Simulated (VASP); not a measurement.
Wanted: the native input for a VASP 6.6.1 run.

```yaml
Task: electric field gradients
Functional: PBEsol
Potentials_or_basis: VASP PAW PBE potentials, release 64 (Al)
Cutoff: 520 eV
k_mesh: 7 × 7 × 7
Occupations: fermi-dirac, width 0.05 eV
Spin: no spin polarisation
Dipole_correction: no
Further_INCAR_settings: ALGO = Normal; EDIFF = 1e-08; NBANDS = 22
```

The structure of Al lies in POSCAR:

```
Al
1.0
    0.0000000000      4.0496100000      4.0496100000
    4.0496100000      0.0000000000      4.0496100000
    4.0496100000      4.0496100000      0.0000000000
Al
8
Direct
    0.0000000000      0.0000000000      0.0000000000
    0.0000000000      0.0000000000      0.5000000000
    0.0000000000      0.5000000000      0.0000000000
    0.0000000000      0.5000000000      0.5000000000
    0.5000000000      0.0000000000      0.0000000000
    0.5000000000      0.0000000000      0.5000000000
    0.5000000000      0.5000000000      0.0000000000
    0.5000000000      0.5000000000      0.5000000000
```

One way to write it, as run:

INCAR

```
PREC     = Accurate       # precision mode
ENCUT    = 520            # plane-wave cutoff, eV
EDIFF    = 1E-8           # SCF threshold, eV
ISMEAR   = -1             # smearing method
SIGMA    = 0.05           # smearing width, eV
LREAL    = False          # projectors in reciprocal space
LASPH    = True           # aspherical terms in the spheres
NELM     = 80             # most SCF steps
ALGO     = Normal         # electronic algorithm
ISIF     = 2              # what is computed and relaxed
LWAVE    = False          # write WAVECAR
LCHARG   = False          # write CHGCAR
GGA      = PS             # functional
LEFG     = True         
NBANDS   = 22             # bands
```

KPOINTS

```
regular mesh
0
Gamma
  7 7 7
```

Potentials or basis: VASP PAW PBE potentials, release 64 (Al).

Command:

```sh
$ cat potpaw_PBE.64/Al/POTCAR > POTCAR
$ mpirun -np 1 vasp_std > vasp.out
```

It gave:

```json
{
 "Pressure": "-2.1 GPa",
 "Band gap on the k mesh": "zero (bands 12 and 13 overlap by 2.66 eV)",
 "Largest electric field gradient by atom": "under 0.05 V/Å² on every atom"
}
```

Caveat: the PAW data sets were made with another functional, which shifts forces and pressure a little.

Run time: 63 s on 1 thread of Intel(R) Xeon(R) Platinum 8488C (Sapphire Rapids), with other jobs on the host, peak memory 0.31 GiB.
